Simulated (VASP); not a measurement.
# Au (Pm-3n) in VASP: single point with BLYP

Aim: the single point of Au with BLYP.

All numbers are computed with VASP 6.6.1; they aren't measurements. Logs are shortened: lines on timing, memory, paths and dates and some standing lists are left out, and cuts for length are marked.

### 1 The cell of the first run

Symmetry: Pm-3n, No. 223, cubic system. Conventional cell: a = 5.441 Å, b = 5.441 Å, c = 5.441 Å, α = 90.00°, β = 90.00°, γ = 90.00°. Au (site symmetry m-3) has 12 Au at 3.04 Å within 4.0 Å. Au (site symmetry -4m2) has 14 Au at 2.72 to 3.33 Å within 3.6 Å.

### 2 Single point, BLYP

The input, INCAR:

```
AGGAC = 1.0
AGGAX = 1.0
ALDAC = 0.0
ALDAX = 1.0
ALGO = Normal
EDIFF = 1E-7
ENCUT = 520
GGA = B5
ISIF = 2
ISMEAR = -1
LASPH = True
LCHARG = False
LREAL = False
LWAVE = False
NBANDS = 54
NELM = 100
PREC = Accurate
SIGMA = 0.1
```

The input, KPOINTS:

```
k-points
0
Gamma
  6 6 6
```

The input, POSCAR:

```
Au
1.0
    5.4405683698      0.0000000000      0.0000000000
    0.0000000000      5.4405683698      0.0000000000
    0.0000000000      0.0000000000      5.4405683698
Au
8
Direct
    1.0000000000      1.0000000000      0.0000000000
    0.5000000000      0.5000000000      0.5000000000
    0.2500000000      1.0000000000      0.5000000000
    0.7500000000      0.0000000000      0.5000000000
    0.5000000000      0.2500000000      1.0000000000
    0.5000000000      0.7500000000      1.0000000000
    0.0000000000      0.5000000000      0.2500000000
    0.0000000000      0.5000000000      0.7500000000
```

Potentials or basis: VASP PAW PBE potentials, release 64 (Au).

Command:

```sh
$ cat potpaw_PBE.64/Au/POTCAR > POTCAR
$ mpirun -np 1 vasp_std > vasp.out
```

OUTCAR:

```text
EDIFF = 1E-7
   ENCUT = 520
   GGA = B5
   ISIF = 2
   ISMEAR = -1
   LASPH = True
   LREAL = False
   NELM = 100
   PREC = Accurate

 ion  position               nearest neighbor table
   1  0.000  0.000  0.000-   3 3.04   4 3.04   5 3.04   6 3.04   7 3.04   8 3.04   3 3.04   4 3.04
                             7 3.04   8 3.04   5 3.04   6 3.04
   2  0.500  0.500  0.500-   3 3.04   4 3.04   5 3.04   6 3.04   7 3.04   8 3.04   5 3.04   6 3.04
                             3 3.04   4 3.04   7 3.04   8 3.04
   3  0.250  0.000  0.500-   4 2.72   4 2.72   1 3.04   1 3.04   2 3.04   2 3.04   8 3.33   5 3.33
                             5 3.33   6 3.33   6 3.33   7 3.33   8 3.33   7 3.33
   4  0.750  0.000  0.500-   3 2.72   3 2.72   1 3.04   1 3.04   2 3.04   2 3.04   8 3.33   5 3.33
                             5 3.33   6 3.33   6 3.33   7 3.33   8 3.33   7 3.33
   5  0.500  0.250  0.000-   6 2.72   6 2.72   1 3.04   2 3.04   2 3.04   1 3.04   8 3.33   4 3.33
                             3 3.33   4 3.33   3 3.33   7 3.33   7 3.33   8 3.33
   6  0.500  0.750  0.000-   5 2.72   5 2.72   1 3.04   2 3.04   2 3.04   1 3.04   8 3.33   4 3.33
                             3 3.33   4 3.33   3 3.33   7 3.33   7 3.33   8 3.33
   7  0.000  0.500  0.250-   8 2.72   8 2.72   1 3.04   2 3.04   1 3.04   2 3.04   3 3.33   4 3.33
                             5 3.33   3 3.33   4 3.33   6 3.33   5 3.33   6 3.33
   8  0.000  0.500  0.750-   7 2.72   7 2.72   1 3.04   2 3.04   1 3.04   2 3.04   3 3.33   4 3.33
                             5 3.33   3 3.33   4 3.33   6 3.33   5 3.33   6 3.33

  LATTYP: Found a simple cubic cell.
 ALAT       =     5.4405683698

  Lattice vectors:

 A1 = (   5.4405683698,   0.0000000000,   0.0000000000)
 A2 = (   0.0000000000,   5.4405683698,   0.0000000000)
 A3 = (   0.0000000000,   0.0000000000,   5.4405683698)

Analysis of symmetry for initial positions (statically):
=====================================================================
 Subroutine PRICEL returns:
 Original cell was already a primitive cell.

 Routine SETGRP: Setting up the symmetry group for a
 simple cubic supercell.

 Subroutine GETGRP returns: Found 48 space group operations
 (whereof 24 operations were pure point group operations)
 out of a pool of 48 trial point group operations.

The static configuration has the point symmetry T_h .
 The point group associated with its full space group is O_h .

Analysis of symmetry for dynamics (positions and initial velocities):
=====================================================================
 Subroutine PRICEL returns:
 Original cell was already a primitive cell.

 Routine SETGRP: Setting up the symmetry group for a
 simple cubic supercell.

 Subroutine GETGRP returns: Found 48 space group operations
 (whereof 24 operations were pure point group operations)
 out of a pool of 48 trial point group operations.

The dynamic configuration has the point symmetry T_h .
 The point group associated with its full space group is O_h .

 Subroutine INISYM returns: Found 48 space group operations
 (whereof 24 operations are pure point group operations),
 and found     1 'primitive' translations

----------------------------------------------------------------------------------------

                                     Primitive cell

  volume of cell :     161.0396

  direct lattice vectors                    reciprocal lattice vectors
     5.440568370  0.000000000  0.000000000     0.183804326  0.000000000  0.000000000
     0.000000000  5.440568370  0.000000000     0.000000000  0.183804326  0.000000000
     0.000000000  0.000000000  5.440568370     0.000000000  0.000000000  0.183804326

  length of vectors
     5.440568370  5.440568370  5.440568370     0.183804326  0.183804326  0.183804326

  position of ions in fractional coordinates (direct lattice)
     0.000000000  0.000000000  0.000000000
     0.500000000  0.500000000  0.500000000
     0.250000000  0.000000000  0.500000000
     0.750000000  0.000000000  0.500000000
     0.500000000  0.250000000  0.000000000
     0.500000000  0.750000000  0.000000000
     0.000000000  0.500000000  0.250000000
     0.000000000  0.500000000  0.750000000

  ion indices of the primitive-cell ions
   primitive index   ion index
                 1           1
                 2           2
                 3           3
                 4           4
                 5           5
                 6           6
                 7           7
                 8           8

----------------------------------------------------------------------------------------

 KPOINTS: k-points

Automatic generation of k-mesh.
 Grid dimensions read from file:
 generate k-points for:    6    6    6

 Generating k-lattice:

  Cartesian coordinates                     Fractional coordinates (reciprocal lattice)
     0.030634054  0.000000000  0.000000000     0.166666667  0.000000000  0.000000000
     0.000000000  0.030634054  0.000000000     0.000000000  0.166666667  0.000000000
     0.000000000  0.000000000  0.030634054     0.000000000  0.000000000  0.166666667

  Length of vectors
     0.030634054  0.030634054  0.030634054

  Shift w.r.t. Gamma in fractional coordinates (k-lattice)
     0.000000000  0.000000000  0.000000000

 Subroutine IBZKPT returns following result:
 ===========================================

 Found     20 irreducible k-points:

 Following reciprocal coordinates:
            Coordinates               Weight
  0.000000  0.000000  0.000000      1.000000
  0.166667  0.000000  0.000000      6.000000
  0.333333  0.000000  0.000000      6.000000
  0.500000  0.000000  0.000000      3.000000
  0.166667  0.166667  0.000000     12.000000
  0.333333  0.166667  0.000000     24.000000
[... 12 lines left out ...]
  0.500000  0.500000  0.333333      6.000000
  0.500000  0.500000  0.500000      1.000000
   k-points           NKPTS =     20   k-points in BZ     NKDIM =     20   number of bands    NBANDS=     54
   number of dos      NEDOS =    301   number of ions     NIONS =      8
   total plane-waves  NPLWV =  64000
   dimension x,y,z NGX =    40 NGY =   40 NGZ =   40
   dimension x,y,z NGXF=    80 NGYF=   80 NGZF=   80
   ions per type =               8
   NGX,Y,Z   is equivalent  to a cutoff of  12.22, 12.22, 12.22 a.u.
   NGXF,Y,Z  is equivalent  to a cutoff of  24.45, 24.45, 24.45 a.u.
 SYSTEM =  unknown system
   PREC   = accura    normal or accurate (medium, high low for compatibility)
   ISTART =      0    job   : 0-new  1-cont  2-samecut
   ICHARG =      2    charge: 1-file 2-atom 10-const
   ISPIN  =      1    spin polarized calculation?
   LNONCOLLINEAR =      F non collinear calculations
   LSORBIT =      F    spin-orbit coupling
   LASPH  =      T    aspherical Exc in radial PAW
   ENCUT  =  520.0 eV  38.22 Ry    6.18 a.u.  10.12 10.12 10.12*2*pi/ulx,y,z
   NELM   =    100;   NELMIN=  2; NELMDL= -5     # of ELM steps
   EDIFF  = 0.1E-06   stopping-criterion for ELM
   LREAL  =      F    real-space projection
   EDIFFG = 0.1E-05   stopping-criterion for IOM
   NSW    =      0    number of steps for IOM
   IBRION =     -1    ionic relax: 0-MD 1-quasi-New 2-CG
   NFREE  =      0    steps in history (QN), initial steepest desc. (CG)
   ISIF   =      2    stress and relaxation
   ISYM   =      2    0-nonsym 1-usesym 2-fastsym
   POTIM  = 0.5000    time-step for ionic-motion
   TEBEG  =    0.0;   TEEND  =   0.0 temperature during run
   PSTRESS=    0.0 pullay stress
   NELECT =      88.0000    total number of electrons
   NUPDOWN=      -1.0000    fix difference up-down
   EMIN   =  10.00;   EMAX   =-10.00  energy-range for DOS
   EFERMI =   0.00;   METHOD = LEGACY
   ISMEAR =    -1;   SIGMA  =   0.10  broadening in eV -4-tet -1-fermi 0-gaus
   EFERMI_NEDOS =   21; number of points for ismear=-14 and -15
   IALGO  =     38    algorithm
   IMIX   =      4    mixing-type and parameters
     AMIX     =   0.40;   BMIX     =  1.00
     AMIX_MAG =   1.60;   BMIX_MAG =  1.00
  volume/ion in A,a.u.               =      20.13       135.84
  Fermi-wavevector in a.u.,A,eV,Ry     =   1.338417  2.529241 24.372934  1.791360
  Thomas-Fermi vector in A             =   2.466889
   LORBIT       =      0    0 simple, 1 ext, 2 COOP (PROOUT), +10 PAW based schemes
   GGA     = B5    functional components
   LHFCALC =     F    Hartree Fock is set to
   AEXX    =    0.0000 exact exchange contribution
   IVDW    =     0    specifies the selected vdW correction
   LEPSILON=     F    determine dielectric tensor
   LRPA    =     F    only Hartree local field effects (RPA)
 non-spin polarized calculation
  energy-cutoff  :      520.00
  volume of cell :      161.04
 maximum number of plane-waves:      4385
   NGX = 21   NGY = 21   NGZ = 21

 number of electron      87.9999968 magnetization

 Free energy of the ion-electron system (eV)
  ---------------------------------------------------
  ext. energy  EPLUGINS =         0.00000000
  ---------------------------------------------------
  free energy    TOTEN  =       -19.00034534 eV

  energy without entropy =      -18.91316966  energy(sigma->0) =      -18.95675750

 E-fermi :   7.4489     XC(G=0): -11.1130

 val. band max:        7.4023994764   @ k =   0.5000   0.1667   0.1667
 cond. band min:       7.4532353807   @ k =   0.3333   0.3333   0.3333
 fundamental gap:      0.0508359043
 Fermi energy:         7.4488693013

 k-point     1 :       0.0000    0.0000    0.0000
  band No.  band energies     occupation
      1      -0.7244      2.00000
      2       1.2021      2.00000
      3       1.2021      2.00000
      4       2.1163      2.00000
      5       2.1497      2.00000
      6       2.3836      2.00000
[... 46 lines left out ...]
     53      12.8024      0.00000
     54      13.8299      0.00000

 k-point     2 :       0.1667    0.0000    0.0000
  band No.  band energies     occupation
      1      -0.5513      2.00000
      2       1.1718      2.00000
      3       1.3541      2.00000
      4       1.9170      2.00000
      5       2.1664      2.00000
      6       2.4112      2.00000
[... 1018 lines left out ...]
 k-point    20 :       0.5000    0.5000    0.5000
  band No.  band energies     occupation
      1       2.2562      2.00000
      2       2.2562      2.00000
      3       2.2562      2.00000
      4       2.2562      2.00000
      5       2.2562      2.00000
      6       2.2562      2.00000
[... 46 lines left out ...]
     53      15.8590      0.00000
     54      15.8592      0.00000

------------------------ aborting loop because EDIFF is reached ----------------------------------------

  FORCE on cell =-STRESS in cart. coord.  units (eV):
  Direction    XX          YY          ZZ          XY          YZ          ZX
  --------------------------------------------------------------------------------------
  -------------------------------------------------------------------------------------
  Total        0.5392177      0.5392177      0.5392177     -0.0000000     -0.0000000     -0.0000000
  in kB        5.3646568      5.3646568      5.3646568     -0.0000000     -0.0000000     -0.0000000
  external PRESSURE =       5.3646568 kB  Pullay stress =       0.0000000 kB

 VOLUME and BASIS-vectors are now :
 -----------------------------------------------------------------------------
  energy-cutoff  :      520.00
  volume of cell :      161.04
      direct lattice vectors                 reciprocal lattice vectors
     5.440568370  0.000000000  0.000000000     0.183804326  0.000000000  0.000000000
     0.000000000  5.440568370  0.000000000     0.000000000  0.183804326  0.000000000
     0.000000000  0.000000000  5.440568370     0.000000000  0.000000000  0.183804326

 POSITION                                       TOTAL-FORCE (eV/Angst)
 -----------------------------------------------------------------------------------
      0.00000      0.00000      0.00000        -0.000000     -0.000000     -0.000000
      2.72028      2.72028      2.72028        -0.000000     -0.000000     -0.000000
      1.36014      0.00000      2.72028        -0.000000     -0.000000      0.000000
      4.08043      0.00000      2.72028         0.000000      0.000000     -0.000000
      2.72028      1.36014      0.00000         0.000000      0.000000      0.000000
      2.72028      4.08043      0.00000         0.000000     -0.000000     -0.000000
      0.00000      2.72028      1.36014         0.000000      0.000000      0.000000
      0.00000      2.72028      4.08043        -0.000000      0.000000     -0.000000
 -----------------------------------------------------------------------------------
    total drift:                               -0.000000     -0.000000      0.000000

  FREE ENERGIE OF THE ION-ELECTRON SYSTEM (eV)
  ---------------------------------------------------
  free  energy   TOTEN  =       -19.0003453435 eV

  energy  without entropy=      -18.9131696631  energy(sigma->0) =      -18.95675750
```

Run time: 2.2 min. Hardware: 1 thread of Intel Xeon 8259CL, shared host; peak memory 0.27 GiB.

Results:

```
Free energy            : -19.0003 eV
Pressure               : 0.5 GPa
Band gap on the k mesh : zero (bands 44 and 45 overlap by 2.09 eV)
```

Caveat: the PAW data sets were made with another functional, which shifts forces and pressure a little; spin-orbit coupling is left out, which moves the levels of the heavy elements.
